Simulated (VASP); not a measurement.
Ni: single point with PBE

The system is Ni.

```xyz
1
Lattice="0.0000 1.7701 1.7701 1.7701 0.0000 1.7701 1.7701 1.7701 0.0000" Properties=species:S:1:pos:R:3 pbc="T T T"
Ni    0.0000    0.0000    0.0000
```

* Program: VASP 6.6.1
* Task: single point
* Functional: PBE
* Potentials or basis: VASP PAW PBE potentials, release 64 (Ni)
* Cutoff: 520 eV
* k mesh: 13 × 13 × 13
* Occupations: fermi-dirac, width 0.1 eV
* Spin: collinear spin, ferromagnetic start
* Starting moments: [0.71] μB
* Fixed moment: 0.71 μB
* Dipole correction: no
* Further INCAR settings: ALGO = Normal; EDIFF = 1e-06; NBANDS = 15

```yaml
Pressure: -2.6 GPa
Net_moment: 0.71 μB per cell
Site_moments: Ni +0.72 μB
Valence_electrons_inside_the_program's_atomic_spheres: Ni 9.27
```

It took 27 s on 1 thread of Intel(R) Xeon(R) Platinum 8259CL CPU @ 2.50GHz (Skylake/Cascade Lake), with other jobs on the host, peak memory 0.14 GiB.

Caveat: the total moment is fixed, so each spin has its own Fermi level.
